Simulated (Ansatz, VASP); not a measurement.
# ZnS in VASP and in Ansatz

```
Zn S
1.0
     3.79825    0.00000    0.00000
    -1.89913    3.28938    0.00000
     0.00000    0.00000    6.21315
Zn S
2 2
Direct
  0.33333 0.66667 0.00000
  0.66667 0.33333 0.50000
  0.33333 0.66667 0.38500
  0.66667 0.33333 0.88500
```

Change from the starting cell: volume scaled by 0.99.

Alike in both runs: task single point; functional PBEsol; k mesh 8 × 8 × 5; occupations fermi-dirac, width 0.03 eV; no spin polarisation.

```csv
,VASP,Ansatz
version,VASP 6.6.1,Ansatz 0.2.0
potentials or method,"VASP PAW PBE potentials, release 64 (Zn, S), cutoff 520 eV","all-electron LAPW, scalar-relativistic"
```

```tsv
	VASP	Ansatz	Ansatz less VASP
gap on the k mesh at the Fermi level (eV)	2.16	2.16	-0.003
pressure (GPa)	-0.3	-0.5	-0.19
traceless stress, the component that is largest in VASP (GPa)	-1.33	-1.31	+0.017
rms of the force components (eV/Å)	0.185	0.184	-0.0014
```

VASP's potentials were made for PBE, not for PBEsol. Atom by atom the forces differ by 0.001 eV/Å (rms over components). Ansatz ran all-electron here, and VASP with PAW potentials.
